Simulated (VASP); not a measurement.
A run of VASP 6.6.1:

The input INCAR:

```
ALGO = Normal
EDIFF = 1E-7
ENCUT = 520
ISIF = 2
ISMEAR = 0
LASPH = True
LCHARG = False
LREAL = False
LWAVE = False
NBANDS = 36
NELM = 100
PREC = Accurate
SIGMA = 0.1
```

The input KPOINTS:

```
k-points
0
Gamma
  10 10 10
```

The input POSCAR:

```
Ge
1.0
    2.4890851862     -3.1871405694      0.0000000000
    2.4890851862      3.1871405694      0.0000000000
    0.0000000000      0.0000000000      4.9775434664
Ge
4
Direct
    0.0570055818      0.9429944182      0.7500000000
    0.5570055818      0.4429944182      0.2500000000
    0.9429944182      0.0570055818      0.2500000000
    0.4429944182      0.5570055818      0.7500000000
```

Potentials or basis: VASP PAW LDA potentials, release 64 (Ge_d).

Command:

```console
$ cat potpaw_LDA.64/Ge_d/POTCAR > POTCAR
$ mpirun -np 1 vasp_std > vasp.out
```

Hardware: 1 thread of Intel Xeon 8259CL, on a shared host.

Estimate the wall time of this run.

Wall time 9.8 min on 1 thread of Intel Xeon 8259CL, on a shared host, peak memory 0.44 GiB. Counts: scf iterations 12, k points 186.
